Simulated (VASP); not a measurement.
Input of a VASP 6.6.1 run:

File INCAR:

```
SYSTEM = Si2W
PREC = Accurate
ENCUT = 520
EDIFF = 1E-7
ISMEAR = 0
SIGMA = 0.15
LREAL = .False.
LASPH = .True.
NELM = 100
ALGO = Normal
ISIF = 2
LWAVE = .False.
LCHARG = .True.
GGA = PS
LELF = .True.
LVHAR = .True.
NBANDS = 43
```

KPOINTS

```
regular mesh
0
Gamma
  12 12 6
  0 0 0
```

File POSCAR:

```
Si2W
1.0
    4.8048909318      0.0000000000      0.0000000000
   -2.4024454659      4.1611576093      0.0000000000
    0.0000000000      0.0000000000      6.4382247831
Si W
6 3
Direct
    0.8361793875      0.6723587749      0.5000000000
    0.1638206125      0.8361793875      0.8333333333
    0.6723587749      0.8361793875      0.1666666667
    0.1638206125      0.3276412251      0.5000000000
    0.8361793875      0.1638206125      0.8333333333
    0.3276412251      0.1638206125      0.1666666667
    0.0000000000      0.5000000000      0.1666666667
    0.5000000000      0.5000000000      0.8333333333
    0.5000000000      0.0000000000      0.5000000000
```

Potentials or basis: VASP PAW PBE potentials, release 64 (Si, W_sv).

Command:

```sh
$ cat potpaw_PBE.64/Si/POTCAR potpaw_PBE.64/W_sv/POTCAR > POTCAR
$ mpirun -np 1 vasp_std > vasp.out
```

(1) Estimate the pressure.

(2) Predict the largest force.

Answers

(1) -12.0 GPa.

(2) 0.051 eV/Å.

Caveat: the cell differs from its parent crystal (strain +0.050 along x and y, -0.025 along z); the PAW data sets were made with another functional, which shifts forces and pressure a little.
